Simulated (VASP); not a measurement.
# Si128C (a cell with a defect) in VASP: single point with PBEsol

Aim: the single point of Si128C (a cell with a defect) with PBEsol.

Program: VASP 6.6.1. These are calculated values, not measurements. Logs are shortened: lines on timing, memory, paths and dates and some standing lists are left out, and cuts for length are marked.

## 1. The cell of the first run

The cell holds a defect, 129 atoms: a = 15.366 Å, b = 15.366 Å, c = 15.366 Å, α = 60.00°, β = 60.00°, γ = 60.00°.

## 2. Single point, PBEsol

INCAR

```
SYSTEM = Si128C
PREC = Accurate ; ENCUT = 520
EDIFF = 1E-6 ; ISMEAR = -1
SIGMA = 0.05 ; LREAL = Auto
LASPH = .TRUE. ; NELM = 120
ALGO = Normal ; ISIF = 2
LWAVE = .FALSE. ; LCHARG = .FALSE.
GGA = PS ; NELECT = 518.0
ISYM = -1 ; NBANDS = 328
GGA_COMPAT = .FALSE. ; KPAR = 1
```

KPOINTS

```
explicit points
1
Reciprocal
  0.25000000   0.25000000   0.25000000 1
```

POSCAR

```
Si128C
1.0
    0.0000000000     10.8655790000     10.8655790000
   10.8655790000      0.0000000000     10.8655790000
   10.8655790000     10.8655790000      0.0000000000
Si C
128 1
Direct
    0.9999110000      0.0001430000      0.0007210000
    0.4996120000      0.0020690000      0.9982180000
    0.0018380000      0.4998400000      0.9982280000
    0.9992250000      0.9994670000      0.5012410000
    0.2499200000      0.2501370000      0.2527410000
    0.4994740000      0.4996980000      0.9940670000
[... 121 lines left out ...]
    0.5631440000      0.8147510000      0.8085830000
    0.4821930000      0.4824120000      0.5504800000
```

Potentials or basis: VASP PAW PBE potentials, release 64 (Si, C).

The run is started by

```console
$ cat potpaw_PBE.64/Si/POTCAR potpaw_PBE.64/C/POTCAR > POTCAR
$ mpirun -np 4 vasp_std > vasp.out
```

OUTCAR:

```text
SYSTEM = Si128C
   PREC = Accurate
   ENCUT = 520
   EDIFF = 1E-6
   ISMEAR = -1
   LREAL = Auto
   LASPH = .TRUE.
   NELM = 120
   ISIF = 2
   GGA = PS
   NELECT = 518.0
   ISYM = -1

 ion  position               nearest neighbor table
   1  1.000  0.000  0.001-  55 2.35  85 2.35 114 2.35  17 2.36
   2  0.500  0.002  0.998-  59 2.32  88 2.33 113 2.35  18 2.36
   3  0.002  0.500  0.998-  61 2.32 119 2.33  81 2.35  19 2.36
   4  0.999  0.999  0.501-  49 2.35  20 2.36 120 2.39  93 2.39
   5  0.250  0.250  0.253-  50 2.35 115 2.36  82 2.36  21 2.36
   6  0.499  0.500  0.994-  22 2.32  63 2.33  83 2.35 116 2.35
   7  0.501  0.999  0.501-  51 2.35 117 2.35  95 2.38  23 2.39
   8  0.750  0.252  0.250- 118 2.34  52 2.35  24 2.35  84 2.35
   9  0.999  0.501  0.501-  53 2.35  86 2.36 126 2.38  25 2.39
  10  0.251  0.750  0.250-  87 2.34  54 2.35  26 2.35 121 2.35
  11  0.250  0.250  0.751-  89 2.35 122 2.35  56 2.35  27 2.36
  12  0.481  0.482  0.427- 129 1.90  57 2.26 123 2.54  90 2.54  41 2.71  74 2.84 107 2.84
  13  0.750  0.750  0.250- 124 2.35  91 2.35  58 2.35  29 2.36
  14  0.749  0.250  0.751-  92 2.35  60 2.35 125 2.35  30 2.36
  15  0.250  0.749  0.751- 127 2.35  62 2.35  94 2.35  31 2.36
  16  0.751  0.751  0.748-  64 2.35 128 2.35  96 2.35  32 2.36
  17  0.062  0.063  0.064-  33 2.35  97 2.36  65 2.36   1 2.36
  18  0.562  0.061  0.064-  67 2.35  35 2.35  98 2.36   2 2.36
[... 20 lines left out ...]
  39  1.000  0.000  0.751-  20 2.35  92 2.36 127 2.36  55 2.36
  40  0.251  0.251  0.502-  21 2.35 117 2.36  86 2.36  56 2.36
  41  0.505  0.505  0.231-  22 2.30  57 2.34 118 2.35  87 2.35  12 2.71
  42  0.751  0.751  0.998-  32 2.35  88 2.35 119 2.35  58 2.36
  43  0.500  0.001  0.748-  23 2.34 128 2.34  89 2.35  59 2.35
  44  0.741  0.259  0.503-  60 2.34  24 2.36 120 2.39  90 2.40
  45  0.001  0.501  0.748-  25 2.34  96 2.34 122 2.35  61 2.35
  46  0.258  0.741  0.503-  62 2.34  26 2.36  93 2.40 123 2.40
  47  0.498  0.499  0.750-  28 2.34  63 2.34 125 2.35  94 2.35
[... 24 lines left out ...]
  72  0.501  0.752  0.995- 128 2.34  22 2.35  54 2.35  88 2.36
  73  0.250  0.000  0.751- 117 2.35  55 2.36  31 2.36  89 2.36
  74  0.501  0.265  0.500-  56 2.35 118 2.35  90 2.41  23 2.46  12 2.84
  75  0.757  0.501  0.242-  57 2.30 119 2.32  24 2.35  91 2.35
  76  0.750  0.001  0.749-  59 2.35 120 2.35  32 2.35  92 2.36
  77  0.001  0.748  0.501-  25 2.35 121 2.35  64 2.36  93 2.36
  78  0.247  0.496  0.760- 123 2.32  61 2.33  27 2.35  94 2.35
  79  0.499  0.740  0.501-  62 2.35 124 2.36  95 2.40  28 2.41
  80  0.750  0.500  0.748-  63 2.35  30 2.35 126 2.35  96 2.36
  81  0.061  0.312  0.066-  34 2.35   3 2.35  99 2.35  65 2.36
  82  0.312  0.062  0.314- 101 2.35  35 2.35   5 2.36  66 2.36
  83  0.562  0.313  0.065-   6 2.35  67 2.35  36 2.35 102 2.36
  84  0.812  0.064  0.313-   8 2.35 104 2.35  33 2.36  68 2.36
  85  0.063  0.812  0.063-  38 2.35   1 2.35 105 2.35  69 2.36
  86  0.063  0.313  0.563- 106 2.35   9 2.36  40 2.36  70 2.36
  87  0.319  0.563  0.313-  10 2.34  41 2.35 107 2.35  71 2.38
  88  0.564  0.816  0.057- 108 2.32   2 2.33  42 2.35  72 2.36
  89  0.313  0.063  0.813-  11 2.35  43 2.35  97 2.35  73 2.36
  90  0.550  0.330  0.577- 129 1.95 109 2.32  44 2.40  74 2.41  12 2.54
  91  0.811  0.563  0.313-  13 2.35  75 2.35  37 2.35 110 2.36
  92  0.812  0.063  0.813-  14 2.35  39 2.36  98 2.36  76 2.36
  93  0.067  0.809  0.562- 111 2.35  77 2.36   4 2.39  46 2.40
  94  0.312  0.562  0.818- 100 2.34  47 2.35  78 2.35  15 2.35
  95  0.562  0.809  0.560-  48 2.35 112 2.35   7 2.38  79 2.40
  96  0.815  0.563  0.809- 103 2.34  45 2.34  16 2.35  80 2.36
[... 8 lines left out ...]
 105  0.000  0.750  0.251-  85 2.35  53 2.36  29 2.36 121 2.36
 106  0.000  0.251  0.751-  86 2.35  55 2.36  30 2.36 122 2.36
 107  0.264  0.501  0.500-  56 2.35  87 2.35 123 2.41  25 2.45  12 2.84
 108  0.501  0.758  0.242-  57 2.30  88 2.32  26 2.35 124 2.35
 109  0.496  0.247  0.761-  90 2.32  59 2.33  27 2.35 125 2.35
 110  0.740  0.499  0.501-  60 2.35  91 2.36 126 2.40  28 2.41
 111  0.001  0.750  0.749-  61 2.35  93 2.35  32 2.35 127 2.36
 112  0.500  0.750  0.748-  63 2.35  95 2.35  31 2.35 128 2.36
 113  0.312  0.061  0.066-  34 2.35   2 2.35  66 2.35  97 2.36
 114  0.812  0.063  0.063-  36 2.35   1 2.35  68 2.35  98 2.36
 115  0.062  0.313  0.314-  70 2.35  37 2.35   5 2.36  99 2.36
 116  0.312  0.563  0.065-   6 2.35 100 2.35  38 2.35  71 2.36
 117  0.313  0.064  0.563-  73 2.35   7 2.35  40 2.36 101 2.36
 118  0.563  0.319  0.313-   8 2.34  41 2.35  74 2.35 102 2.38
 119  0.816  0.564  0.057-  75 2.32   3 2.33  42 2.35 103 2.36
 120  0.809  0.068  0.562-  76 2.35 104 2.36   4 2.39  44 2.39
 121  0.064  0.812  0.313-  10 2.35  77 2.35  33 2.36 105 2.36
 122  0.063  0.313  0.813-  11 2.35  45 2.35  65 2.35 106 2.36
 123  0.329  0.551  0.577- 129 1.95  78 2.32  46 2.40 107 2.41  12 2.54
 124  0.563  0.812  0.313-  13 2.35 108 2.35  35 2.35  79 2.36
 125  0.561  0.312  0.818-  67 2.34  47 2.35 109 2.35  14 2.35
 126  0.809  0.562  0.560-  48 2.35  80 2.35   9 2.38 110 2.40
 127  0.063  0.812  0.813-  15 2.35  39 2.36  69 2.36 111 2.36
 128  0.563  0.815  0.809-  72 2.34  43 2.34  16 2.35 112 2.36
 129  0.482  0.482  0.550-  12 1.90  28 1.91  90 1.95 123 1.95

IMPORTANT INFORMATION: All symmetrisations will be switched off!
NOSYMM: (Re-)initialisation of all symmetry stuff for point group C_1.

----------------------------------------------------------------------------------------

                                     Primitive cell

  volume of cell :    2565.5981

  direct lattice vectors                    reciprocal lattice vectors
     0.000000000 10.865579000 10.865579000    -0.046016876  0.046016876  0.046016876
    10.865579000  0.000000000 10.865579000     0.046016876 -0.046016876  0.046016876
    10.865579000 10.865579000  0.000000000     0.046016876  0.046016876 -0.046016876

  length of vectors
    15.366249185 15.366249185 15.366249185     0.079703567  0.079703567  0.079703567

  position of ions in fractional coordinates (direct lattice)
     0.999911000  0.000143000  0.000721000
     0.499612000  0.002069000  0.998218000
     0.001838000  0.499840000  0.998228000
     0.999225000  0.999467000  0.501241000
     0.249920000  0.250137000  0.252741000
     0.499474000  0.499698000  0.994067000
[... 121 lines left out ...]
     0.563144000  0.814751000  0.808583000
     0.482193000  0.482412000  0.550480000

  ion indices of the primitive-cell ions
   primitive index   ion index
                 1           1
                 2           2
                 3           3
                 4           4
                 5           5
                 6           6
[... 121 lines left out ...]
               128         128
               129         129

----------------------------------------------------------------------------------------

 KPOINTS: explicit points

Read explicit list of k-points.
   k-points           NKPTS =      1   k-points in BZ     NKDIM =      1   number of bands    NBANDS=    328
   number of dos      NEDOS =    301   number of ions     NIONS =    129
   total plane-waves  NPLWV = ******
   dimension x,y,z NGX =   120 NGY =  120 NGZ =  120
   dimension x,y,z NGXF=   240 NGYF=  240 NGZF=  240
   ions per type =             128   1
   NGX,Y,Z   is equivalent  to a cutoff of  12.98, 12.98, 12.98 a.u.
   NGXF,Y,Z  is equivalent  to a cutoff of  25.97, 25.97, 25.97 a.u.
 SYSTEM =  Si128C
   PREC   = accura    normal or accurate (medium, high low for compatibility)
   ISTART =      0    job   : 0-new  1-cont  2-samecut
   ICHARG =      2    charge: 1-file 2-atom 10-const
   ISPIN  =      1    spin polarized calculation?
   LNONCOLLINEAR =      F non collinear calculations
   LSORBIT =      F    spin-orbit coupling
   LASPH  =      T    aspherical Exc in radial PAW
   ENCUT  =  520.0 eV  38.22 Ry    6.18 a.u.  28.57 28.57 28.57*2*pi/ulx,y,z
   NELM   =    120;   NELMIN=  2; NELMDL= -5     # of ELM steps
   EDIFF  = 0.1E-05   stopping-criterion for ELM
   LREAL  =      T    real-space projection
   EDIFFG = 0.1E-04   stopping-criterion for IOM
   NSW    =      0    number of steps for IOM
   IBRION =     -1    ionic relax: 0-MD 1-quasi-New 2-CG
   NFREE  =      0    steps in history (QN), initial steepest desc. (CG)
   ISIF   =      2    stress and relaxation
   ISYM   =     -1    0-nonsym 1-usesym 2-fastsym
   POTIM  = 0.5000    time-step for ionic-motion
   TEBEG  =    0.0;   TEEND  =   0.0 temperature during run
   PSTRESS=    0.0 pullay stress
   NELECT =     518.0000    total number of electrons
   NUPDOWN=      -1.0000    fix difference up-down
   EMIN   =  10.00;   EMAX   =-10.00  energy-range for DOS
   EFERMI =   0.00;   METHOD = LEGACY
   ISMEAR =    -1;   SIGMA  =   0.05  broadening in eV -4-tet -1-fermi 0-gaus
   EFERMI_NEDOS =   21; number of points for ismear=-14 and -15
   IALGO  =     38    algorithm
   IMIX   =      4    mixing-type and parameters
     AMIX     =   0.40;   BMIX     =  1.00
     AMIX_MAG =   1.60;   BMIX_MAG =  1.00
  volume/ion in A,a.u.               =      19.89       134.21
  Fermi-wavevector in a.u.,A,eV,Ry     =   0.960407  1.814906 12.549758  0.922381
  Thomas-Fermi vector in A             =   2.089688
   LORBIT       =      0    0 simple, 1 ext, 2 COOP (PROOUT), +10 PAW based schemes
   GGA     = PS    functional components
   LHFCALC =     F    Hartree Fock is set to
   AEXX    =    0.0000 exact exchange contribution
   IVDW    =     0    specifies the selected vdW correction
   LEPSILON=     F    determine dielectric tensor
   LRPA    =     F    only Hartree local field effects (RPA)
 non-spin polarized calculation
  energy-cutoff  :      520.00
  volume of cell :     2565.60
 maximum number of plane-waves:     69107
 NGX is ok and might be reduce to   120
   NGX = 57   NGY = 57   NGZ = 57

 number of electron     518.0000003 magnetization

 Free energy of the ion-electron system (eV)
  ---------------------------------------------------
  ext. energy  EPLUGINS =         0.00000000
  ---------------------------------------------------
  free energy    TOTEN  =      -723.76140105 eV

  energy without entropy =     -723.68337102  energy(sigma->0) =     -723.72238604

 E-fermi :   6.2709     XC(G=0):  -9.5791

 val. band max:        6.1703957994   @ k =   0.2500   0.2500   0.2500
 cond. band min:       6.3790821763   @ k =   0.2500   0.2500   0.2500
 fundamental gap:      0.2086863769
 Fermi energy:         6.2709101755

 k-point     1 :       0.2500    0.2500    0.2500
  band No.  band energies     occupation
      1      -7.6058      2.00000
      2      -6.0799      2.00000
      3      -5.7114      2.00000
      4      -5.4885      2.00000
      5      -5.4524      2.00000
      6      -5.4087      2.00000
[... 263 lines left out ...]
    270       7.0005      0.00000
    271       7.0057      0.00000
 [bands above 271 left out]

------------------------ aborting loop because EDIFF is reached ----------------------------------------

  FORCE on cell =-STRESS in cart. coord.  units (eV):
  Direction    XX          YY          ZZ          XY          YZ          ZX
  --------------------------------------------------------------------------------------
  -------------------------------------------------------------------------------------
  Total       20.9767341     20.9720949     24.2711193     -4.0745292    -19.6572892    -19.6651487
  in kB       13.0996544     13.0967573     15.1569483     -2.5444821    -12.2756810    -12.2805891
  external PRESSURE =      13.7844534 kB  Pullay stress =       0.0000000 kB

 VOLUME and BASIS-vectors are now :
 -----------------------------------------------------------------------------
  energy-cutoff  :      520.00
  volume of cell :     2565.60
      direct lattice vectors                 reciprocal lattice vectors
     0.000000000 10.865579000 10.865579000    -0.046016876  0.046016876  0.046016876
    10.865579000  0.000000000 10.865579000     0.046016876 -0.046016876  0.046016876
    10.865579000 10.865579000  0.000000000     0.046016876  0.046016876 -0.046016876

 POSITION                                       TOTAL-FORCE (eV/Angst)
 -----------------------------------------------------------------------------------
      0.00939     10.87245     10.86617         0.000909      0.001742     -0.008106
     10.86870     16.27479      5.45105         0.004969      0.005570     -0.009348
     16.27738     10.86630      5.45102         0.003410      0.005632     -0.007857
     16.30606     16.30343     21.71695         0.006403      0.007265     -0.029500
      5.46406      5.46170      5.43341         0.001743      0.000579     -0.009069
     16.23062     16.22819     10.85658         0.001296      0.000869     -0.011401
[... 121 lines left out ...]
     17.63846     14.90461     14.97163        -0.012016      0.004714     -0.004759
     11.22297     11.22059     10.48099        -0.034977     -0.034765     -0.007631
 -----------------------------------------------------------------------------------
    total drift:                               -0.037800     -0.024548     -0.020652

  FREE ENERGIE OF THE ION-ELECTRON SYSTEM (eV)
  ---------------------------------------------------
  free  energy   TOTEN  =      -723.7614010536 eV

  energy  without entropy=     -723.6833710167  energy(sigma->0) =     -723.72238604
```

It took 21 min on 4 MPI ranks of AMD EPYC 7R43 (Zen 3), shared host; peak memory 1.1 GiB.

What came out:

```yaml
Free_energy: -723.7614 eV
Largest_force: 0.075 eV/Å
```

Forces on the atoms (eV/Å):
```
Si   0.001  0.002 -0.008
Si   0.005  0.006 -0.009
Si   0.003  0.006 -0.008
Si   0.006  0.007 -0.029
Si   0.002  0.001 -0.009
Si   0.001  0.001 -0.011
Si   0.006 -0.013 -0.006
Si   0.000  0.005 -0.004
Si  -0.012  0.005 -0.004
Si   0.005 -0.001 -0.004
Si   0.007  0.006 -0.002
Si   0.020  0.020 -0.070
Si  -0.003  0.000 -0.009
Si  -0.002  0.004 -0.009
Si   0.004 -0.001 -0.009
Si   0.003  0.001 -0.009
Si  -0.004 -0.005  0.011
Si  -0.003  0.002  0.014
Si   0.002 -0.003  0.015
Si  -0.001  0.000  0.013
Si   0.002  0.001  0.010
Si  -0.008 -0.008  0.026
Si  -0.002 -0.002  0.024
Si  -0.005 -0.003  0.012
Si   0.000 -0.001  0.024
Si  -0.004 -0.006  0.013
Si  -0.008 -0.007  0.016
Si   0.005  0.003  0.050
Si  -0.004 -0.003  0.012
Si  -0.006  0.000  0.011
Si   0.000 -0.004  0.011
Si  -0.005 -0.006  0.014
Si   0.001  0.001 -0.008
Si   0.009  0.008 -0.016
Si   0.003 -0.002 -0.009
Si  -0.002 -0.002 -0.009
Si  -0.002  0.003 -0.009
Si  -0.002 -0.003 -0.009
Si  -0.004 -0.002 -0.007
Si  -0.006 -0.008 -0.010
Si   0.004  0.004 -0.002
Si   0.005  0.007 -0.007
Si   0.012 -0.003 -0.008
Si  -0.001  0.006 -0.023
Si  -0.002  0.013 -0.007
Si   0.006 -0.002 -0.023
Si   0.001  0.001 -0.010
Si   0.000  0.001 -0.008
Si  -0.003 -0.004  0.014
Si  -0.001 -0.001  0.014
Si   0.002  0.004  0.012
Si  -0.004  0.000  0.010
Si   0.005  0.001  0.012
Si   0.000 -0.004  0.011
Si  -0.001 -0.001  0.008
Si  -0.001 -0.001  0.016
Si  -0.019 -0.019  0.048
Si   0.000  0.001  0.014
Si  -0.005 -0.004  0.012
Si   0.002  0.002  0.018
Si  -0.005 -0.004  0.012
Si   0.002  0.003  0.017
Si   0.000 -0.001  0.022
Si  -0.001  0.000  0.003
Si   0.002  0.004 -0.003
Si   0.008  0.004 -0.005
Si   0.005  0.006 -0.009
Si  -0.006  0.000 -0.003
Si  -0.004  0.003 -0.003
Si  -0.004  0.004 -0.005
Si  -0.006  0.000  0.001
Si   0.006  0.005 -0.008
Si  -0.002  0.000 -0.007
Si  -0.009  0.003  0.002
Si  -0.002  0.017 -0.005
Si   0.003  0.009  0.003
Si  -0.003  0.003  0.005
Si  -0.001  0.006  0.005
Si   0.000  0.005 -0.007
Si  -0.001  0.001 -0.006
Si  -0.001 -0.003 -0.007
Si   0.002  0.001  0.000
Si   0.002  0.000  0.002
Si  -0.001  0.001  0.001
Si   0.001 -0.004  0.003
Si   0.006 -0.001 -0.004
Si  -0.005 -0.016 -0.010
Si  -0.010 -0.005 -0.004
Si  -0.003 -0.001 -0.006
Si   0.000  0.046 -0.010
Si   0.001  0.001 -0.004
Si   0.000  0.000  0.004
Si  -0.001 -0.012  0.021
Si  -0.003 -0.007 -0.003
Si  -0.006  0.009 -0.007
Si   0.005 -0.013 -0.005
Si   0.004  0.002 -0.003
Si   0.003 -0.004 -0.003
Si   0.005  0.006 -0.004
Si   0.006  0.005 -0.009
Si   0.005 -0.005 -0.006
Si  -0.001 -0.006  0.002
Si   0.004  0.007 -0.007
Si   0.003 -0.001  0.005
Si   0.000 -0.004 -0.004
Si  -0.001 -0.002 -0.007
Si   0.003 -0.010  0.002
Si   0.017 -0.003 -0.005
Si   0.007 -0.003  0.006
Si   0.005  0.000 -0.006
Si   0.009  0.002  0.002
Si   0.000 -0.002 -0.005
Si  -0.004 -0.002 -0.006
Si  -0.003  0.001  0.003
Si   0.002  0.001 -0.001
Si   0.000  0.003  0.002
Si  -0.001  0.005 -0.004
Si  -0.018 -0.005 -0.010
Si  -0.004 -0.011 -0.005
Si  -0.012  0.000  0.020
Si   0.001 -0.002  0.002
Si  -0.001 -0.004 -0.006
Si   0.047  0.002 -0.011
Si   0.001  0.001 -0.002
Si  -0.007 -0.002 -0.003
Si   0.009 -0.004 -0.008
Si  -0.002  0.000  0.003
Si  -0.012  0.005 -0.005
C   -0.035 -0.035 -0.008
```

Levels at points of the mesh, in eV from the Fermi level:
```
           k point  band 257  band 258  band 259  band 260  band 261  band 262
(0.25, 0.25, 0.25)     -0.57     -0.50     -0.10      0.11      0.22      0.32
```

Caveat: the cell carries a net charge on a neutralising background, which shifts energy and pressure; the cell is charged against a uniform background, so pressure and absolute levels hang on convention; the PAW data sets were made with another functional, which shifts forces and pressure a little.
